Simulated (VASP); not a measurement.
# Li4Nb4O11 (a cell with a defect) in VASP: a series of runs

The runs below take Li4Nb4O11 (a cell with a defect) through single point, with PBEsol.

Program: VASP 6.6.1. These are calculated values, not measurements. Logs are shortened: lines on timing, memory, paths and dates and some standing lists are left out, and cuts for length are marked.

## (1) The cell of the first run

The cell holds a defect, 19 atoms: a = 5.195 Å, b = 5.598 Å, c = 7.637 Å, α = 95.84°, β = 90.00°, γ = 90.00°.

## (2) Single point, PBEsol

The input, INCAR:

```
PREC = Accurate
ENCUT = 520
EDIFF = 1E-7
ISMEAR = 0
SIGMA = 0.05
LREAL = Auto
LASPH = True
NELM = 80
ALGO = Normal
ISIF = 2
LWAVE = False
LCHARG = False
GGA = PS
NELECT = 128.0
NBANDS = 80
```

The input, KPOINTS:

```
Automatic mesh
0
Gamma
  4 4 4
```

The input, POSCAR:

```
Li4Nb4O11
1.0
    5.1950821957      0.0000000000      0.0000000000
    0.0000000000      2.9993821042     -4.7271664166
    0.0000000000      5.9987642083      4.7271664167
Li Nb O
4 4 11
Direct
    0.0000000000      0.2865432153      0.3567283924
    0.5000000000      0.7865432153      0.8567283924
    0.0000000000      0.7134567847      0.6432716076
    0.5000000000      0.2134567847      0.1432716076
    0.0000000000      0.7111568631      0.1444215685
    0.5000000000      0.2111568631      0.6444215685
    0.0000000000      0.2888431369      0.8555784315
    0.5000000000      0.7888431369      0.3555784315
    0.8020967884      0.0253128181      0.7589912829
    0.3020967884      0.5253128181      0.2589912829
    0.3273039138      0.1547135204      0.8883919851
    0.3705992977      0.8526167320      0.5862951967
    0.8705992977      0.3526167320      0.0862951967
    0.1979032116      0.9746871819      0.2410087171
    0.6979032116      0.4746871819      0.7410087171
    0.1726960862      0.3452864796      0.6116080149
    0.6107635165      0.6785907290      0.1222519000
    0.6294007023      0.1473832680      0.4137048033
    0.1294007023      0.6473832680      0.9137048033
```

Potentials or basis: VASP PAW PBE potentials, release 64 (Li_sv, Nb_sv, O).

Run with:

```bash
$ cat potpaw_PBE.64/Li_sv/POTCAR potpaw_PBE.64/Nb_sv/POTCAR potpaw_PBE.64/O/POTCAR > POTCAR
$ mpirun -np 1 vasp_std > vasp.out
```

OUTCAR:

```text
PREC = Accurate
   ENCUT = 520
   EDIFF = 1E-7
   ISMEAR = 0
   LREAL = Auto
   LASPH = True
   NELM = 80
   ISIF = 2
   GGA = PS
   NELECT = 128.0

 ion  position               nearest neighbor table
   1  0.000  0.287  0.357-  18 2.14  16 2.14  14 2.14  10 2.24  13 2.24
   2  0.500  0.787  0.857-  19 2.14  15 2.14   9 2.24  11 2.24  12 2.24  17 2.25
   3  0.000  0.713  0.643-  12 2.14   9 2.14  15 2.24  16 2.24  19 2.24
   4  0.500  0.213  0.143-  13 2.14  11 2.14  10 2.14  14 2.24  18 2.24
   5  0.000  0.711  0.144-  14 1.89  19 1.89  17 2.04  10 2.12  13 2.12
   6  0.500  0.211  0.644-  16 1.89  15 1.89  18 1.89  11 2.12   9 2.12  12 2.12
   7  0.000  0.289  0.856-  11 1.89   9 1.89  13 1.89  16 2.12  15 2.12  19 2.12
   8  0.500  0.789  0.356-  10 1.89  12 1.89  17 1.91  14 2.12  18 2.12
   9  0.802  0.025  0.759-   7 1.89   6 2.12   3 2.14   2 2.24
  10  0.302  0.525  0.259-   8 1.89   5 2.12   4 2.14   1 2.24
  11  0.327  0.155  0.888-   7 1.89   6 2.12   4 2.14   2 2.24
  12  0.371  0.853  0.586-   8 1.89   6 2.12   3 2.14   2 2.24
  13  0.871  0.353  0.086-   7 1.89   5 2.12   4 2.14   1 2.24
  14  0.198  0.975  0.241-   5 1.89   8 2.12   1 2.14   4 2.24
  15  0.698  0.475  0.741-   6 1.89   7 2.12   2 2.14   3 2.24
  16  0.173  0.345  0.612-   6 1.89   7 2.12   1 2.14   3 2.24
  17  0.611  0.679  0.122-   8 1.91   5 2.04   2 2.25
  18  0.629  0.147  0.414-   6 1.89   8 2.12   1 2.14   4 2.24
  19  0.129  0.647  0.914-   5 1.89   7 2.12   2 2.14   3 2.24

  LATTYP: Found a simple monoclinic cell.
 ALAT       =     5.5984279344
 B/A-ratio  =     0.9279537500
 C/A-ratio  =     1.3642207161
 COS(beta)  =    -0.1018177164

  Lattice vectors:

 A1 = (   0.0000000000,   2.9993821042,  -4.7271664166)
 A2 = (  -5.1950821957,   0.0000000000,   0.0000000000)
 A3 = (   0.0000000000,   5.9987642083,   4.7271664167)

Analysis of symmetry for initial positions (statically):
=====================================================================
 Subroutine PRICEL returns:
 Original cell was already a primitive cell.

 Routine SETGRP: Setting up the symmetry group for a
 simple monoclinic supercell.

 Subroutine GETGRP returns: Found  1 space group operations
 (whereof  1 operations were pure point group operations)
 out of a pool of  4 trial point group operations.

The static configuration has the point symmetry C_1 .

Analysis of symmetry for dynamics (positions and initial velocities):
=====================================================================
 Subroutine PRICEL returns:
 Original cell was already a primitive cell.

 Routine SETGRP: Setting up the symmetry group for a
 simple monoclinic supercell.

 Subroutine GETGRP returns: Found  1 space group operations
 (whereof  1 operations were pure point group operations)
 out of a pool of  4 trial point group operations.

The dynamic configuration has the point symmetry C_1 .

 Subroutine INISYM returns: Found  1 space group operations
 (whereof  1 operations are pure point group operations),
 and found     1 'primitive' translations

----------------------------------------------------------------------------------------

                                     Primitive cell

  volume of cell :     220.9766

  direct lattice vectors                    reciprocal lattice vectors
     5.195082196  0.000000000  0.000000000     0.192489736  0.000000000  0.000000000
     0.000000000  2.999382104 -4.727166417     0.000000000  0.111134001 -0.141028813
     0.000000000  5.998764208  4.727166417     0.000000000  0.111134001  0.070514406

  length of vectors
     5.195082196  5.598427934  7.637491365     0.192489736  0.179554705  0.131617049

  position of ions in fractional coordinates (direct lattice)
     0.000000000  0.286543215  0.356728392
     0.500000000  0.786543215  0.856728392
     0.000000000  0.713456785  0.643271608
     0.500000000  0.213456785  0.143271608
     0.000000000  0.711156863  0.144421569
     0.500000000  0.211156863  0.644421569
[... 11 lines left out ...]
     0.629400702  0.147383268  0.413704803
     0.129400702  0.647383268  0.913704803

  ion indices of the primitive-cell ions
   primitive index   ion index
                 1           1
                 2           2
                 3           3
                 4           4
                 5           5
                 6           6
[... 11 lines left out ...]
                18          18
                19          19

----------------------------------------------------------------------------------------

 KPOINTS: Automatic mesh

Automatic generation of k-mesh.
 Grid dimensions read from file:
 generate k-points for:    4    4    4

 Generating k-lattice:

  Cartesian coordinates                     Fractional coordinates (reciprocal lattice)
     0.048122434  0.000000000  0.000000000     0.250000000  0.000000000  0.000000000
     0.000000000  0.027783500 -0.035257203     0.000000000  0.250000000  0.000000000
     0.000000000  0.027783500  0.017628602     0.000000000  0.000000000  0.250000000

  Length of vectors
     0.048122434  0.044888676  0.032904262

  Shift w.r.t. Gamma in fractional coordinates (k-lattice)
     0.000000000  0.000000000  0.000000000

 Subroutine IBZKPT returns following result:
 ===========================================

 Found     36 irreducible k-points:

 Following reciprocal coordinates:
            Coordinates               Weight
  0.000000  0.000000  0.000000      1.000000
  0.250000  0.000000  0.000000      2.000000
  0.500000  0.000000  0.000000      1.000000
  0.000000  0.250000  0.000000      2.000000
  0.250000  0.250000  0.000000      2.000000
  0.250000 -0.250000 -0.000000      2.000000
[... 16 lines left out ...]
  0.000000 -0.250000  0.250000      2.000000
  0.250000 -0.250000  0.250000      2.000000
 [... further k-points ...]
   k-points           NKPTS =     36   k-points in BZ     NKDIM =     36   number of bands    NBANDS=     80
   number of dos      NEDOS =    301   number of ions     NIONS =     19
   total plane-waves  NPLWV = 100800
   dimension x,y,z NGX =    40 NGY =   42 NGZ =   60
   dimension x,y,z NGXF=    80 NGYF=   84 NGZF=  120
   ions per type =               4   4  11
   NGX,Y,Z   is equivalent  to a cutoff of  12.80, 12.47, 13.06 a.u.
   NGXF,Y,Z  is equivalent  to a cutoff of  25.60, 24.94, 26.12 a.u.
 SYSTEM =  unknown system
   PREC   = accura    normal or accurate (medium, high low for compatibility)
   ISTART =      0    job   : 0-new  1-cont  2-samecut
   ICHARG =      2    charge: 1-file 2-atom 10-const
   ISPIN  =      1    spin polarized calculation?
   LNONCOLLINEAR =      F non collinear calculations
   LSORBIT =      F    spin-orbit coupling
   LASPH  =      T    aspherical Exc in radial PAW
   ENCUT  =  520.0 eV  38.22 Ry    6.18 a.u.   9.66 10.41 14.20*2*pi/ulx,y,z
   NELM   =     80;   NELMIN=  2; NELMDL= -5     # of ELM steps
   EDIFF  = 0.1E-06   stopping-criterion for ELM
   LREAL  =      T    real-space projection
   EDIFFG = 0.1E-05   stopping-criterion for IOM
   NSW    =      0    number of steps for IOM
   IBRION =     -1    ionic relax: 0-MD 1-quasi-New 2-CG
   NFREE  =      0    steps in history (QN), initial steepest desc. (CG)
   ISIF   =      2    stress and relaxation
   ISYM   =      2    0-nonsym 1-usesym 2-fastsym
   POTIM  = 0.5000    time-step for ionic-motion
   TEBEG  =    0.0;   TEEND  =   0.0 temperature during run
   PSTRESS=    0.0 pullay stress
   NELECT =     128.0000    total number of electrons
   NUPDOWN=      -1.0000    fix difference up-down
   EMIN   =  10.00;   EMAX   =-10.00  energy-range for DOS
   EFERMI =   0.00;   METHOD = LEGACY
   ISMEAR =     0;   SIGMA  =   0.05  broadening in eV -4-tet -1-fermi 0-gaus
   EFERMI_NEDOS =   21; number of points for ismear=-14 and -15
   IALGO  =     38    algorithm
   IMIX   =      4    mixing-type and parameters
     AMIX     =   0.40;   BMIX     =  1.00
     AMIX_MAG =   1.60;   BMIX_MAG =  1.00
  volume/ion in A,a.u.               =      11.63        78.49
  Fermi-wavevector in a.u.,A,eV,Ry     =   1.364675  2.578863 25.338660  1.862339
  Thomas-Fermi vector in A             =   2.490970
   LORBIT       =      0    0 simple, 1 ext, 2 COOP (PROOUT), +10 PAW based schemes
   GGA     = PS    functional components
   LHFCALC =     F    Hartree Fock is set to
   AEXX    =    0.0000 exact exchange contribution
   IVDW    =     0    specifies the selected vdW correction
   LEPSILON=     F    determine dielectric tensor
   LRPA    =     F    only Hartree local field effects (RPA)
 non-spin polarized calculation
 Gauss-broadening in eV      SIGMA  =   0.05
  energy-cutoff  :      520.00
  volume of cell :      220.98
 maximum number of plane-waves:      5983
 NGX is ok and might be reduce to    40
   NGX = 19   NGY = 21   NGZ = 29

 number of electron     127.9999975 magnetization

 Free energy of the ion-electron system (eV)
  ---------------------------------------------------
  ext. energy  EPLUGINS =         0.00000000
  ---------------------------------------------------
  free energy    TOTEN  =      -163.32059261 eV

  energy without entropy =     -163.32059261  energy(sigma->0) =     -163.32059261

 E-fermi :   3.5648     XC(G=0): -10.3650

 val. band max:        3.3159962578   @ k =   0.5000   0.0000   0.5000
 cond. band min:       4.7141614993   @ k =   0.0000   0.5000   0.5000
 fundamental gap:      1.3981652416
 Fermi energy:         3.5647666172

 k-point     1 :       0.0000    0.0000    0.0000
  band No.  band energies     occupation
      1     -51.8518      2.00000
      2     -51.7126      2.00000
      3     -50.6957      2.00000
      4     -50.5174      2.00000
      5     -39.0840      2.00000
      6     -39.0328      2.00000
[... 68 lines left out ...]
     75       8.2233      0.00000
     76       8.2948      0.00000

 k-point     2 :       0.2500    0.0000    0.0000
  band No.  band energies     occupation
      1     -51.8488      2.00000
      2     -51.7156      2.00000
      3     -50.6933      2.00000
      4     -50.5199      2.00000
      5     -39.0840      2.00000
      6     -39.0328      2.00000
[... 68 lines left out ...]
     75       8.2349      0.00000
     76       8.4012      0.00000

 k-point     3 :       0.5000    0.0000    0.0000
  band No.  band energies     occupation
      1     -51.8457      2.00000
      2     -51.7188      2.00000
      3     -50.6909      2.00000
      4     -50.5224      2.00000
      5     -39.0839      2.00000
      6     -39.0327      2.00000
[... 1648 lines left out ...]
     75       8.2176      0.00000
     76       8.2941      0.00000

 k-point    24 :       0.2500   -0.2500    0.2500
  band No.  band energies     occupation
      1     -51.8488      2.00000
      2     -51.7156      2.00000
      3     -50.6933      2.00000
      4     -50.5199      2.00000
      5     -39.0839      2.00000
      6     -39.0328      2.00000
[... 68 lines left out ...]
     75       8.2144      0.00000
     76       8.4221      0.00000

 [... further k-points ...]

 [bands above 76 left out]

------------------------ aborting loop because EDIFF is reached ----------------------------------------

  FORCE on cell =-STRESS in cart. coord.  units (eV):
  Direction    XX          YY          ZZ          XY          YZ          ZX
  --------------------------------------------------------------------------------------
  -------------------------------------------------------------------------------------
  Total      -18.8640232    -21.0214421    -18.8150189     -4.7379273      0.6707833     -3.7844934
  in kB     -136.7724225   -152.4146536   -136.4171198    -34.3520461      4.8634726    -27.4392328
  external PRESSURE =    -141.8680653 kB  Pullay stress =       0.0000000 kB

 VOLUME and BASIS-vectors are now :
 -----------------------------------------------------------------------------
  energy-cutoff  :      520.00
  volume of cell :      220.98
      direct lattice vectors                 reciprocal lattice vectors
     5.195082196  0.000000000  0.000000000     0.192489736  0.000000000  0.000000000
     0.000000000  2.999382104 -4.727166417     0.000000000  0.111134001 -0.141028813
     0.000000000  5.998764208  4.727166417     0.000000000  0.111134001  0.070514406

 POSITION                                       TOTAL-FORCE (eV/Angst)
 -----------------------------------------------------------------------------------
      0.00000      2.99938      0.33178         0.394540     -0.301774      0.547989
      2.59754      7.49846      0.33178        -0.063949     -0.270395      0.011274
      0.00000      5.99876     -0.33178         0.399008      0.856720      0.505341
      2.59754      1.49969     -0.33178        -0.196559      0.023373     -0.643523
      0.00000      2.99938     -2.67905         1.602196     -5.209411     -0.075172
      2.59754      4.49907      2.04811        -0.523860      2.025761      0.645383
[... 11 lines left out ...]
      3.26979      2.92378      1.25895         0.728023     -2.476756     -0.007074
      0.67225      7.42285      1.25895        -0.778597      2.297979      0.225747
 -----------------------------------------------------------------------------------
    total drift:                                0.000117     -0.001776     -0.002617

  FREE ENERGIE OF THE ION-ELECTRON SYSTEM (eV)
  ---------------------------------------------------
  free  energy   TOTEN  =      -163.3205926076 eV

  energy  without entropy=     -163.3205926076  energy(sigma->0) =     -163.32059261
```

It took 13 min on 1 thread of AMD EPYC 9R45 (Zen 5), shared host; peak memory 0.52 GiB.

Results:

```yaml
Free_energy: -163.3206 eV
Largest_force: 5.554 eV/Å
```

Forces on the atoms (eV/Å):
```
Li   0.395 -0.302  0.548
Li  -0.064 -0.270  0.011
Li   0.399  0.857  0.505
Li  -0.197  0.023 -0.644
Nb   1.602 -5.209 -0.075
Nb  -0.524  2.026  0.645
Nb  -0.070 -0.892  0.347
Nb  -3.983  2.023 -1.342
O   -0.097 -0.184  0.239
O   -3.868  1.176  0.833
O    0.199 -0.117 -0.025
O    0.231 -0.978  0.377
O    1.118  0.498  1.233
O    0.583  0.393  1.033
O    0.102 -0.386 -0.455
O   -0.060  0.005 -0.256
O    4.283  1.517 -3.193
O    0.728 -2.477 -0.007
O   -0.779  2.298  0.226
```

Caveat: the cell carries a net charge on a neutralising background, which shifts energy and pressure; the cell differs from its parent crystal (atoms taken out, atom 17 moved 0.167 of the way to it and -0.900 Å across, host rigid); the cell is charged against a uniform background, so pressure and absolute levels hang on convention; the cutoff is under 1.25 times the usual one of these potentials, so pressure, stress and relaxed cells hold a basis-set (Pulay) error; the PAW data sets were made with another functional, which shifts forces and pressure a little.

[end of part 1 of 2]
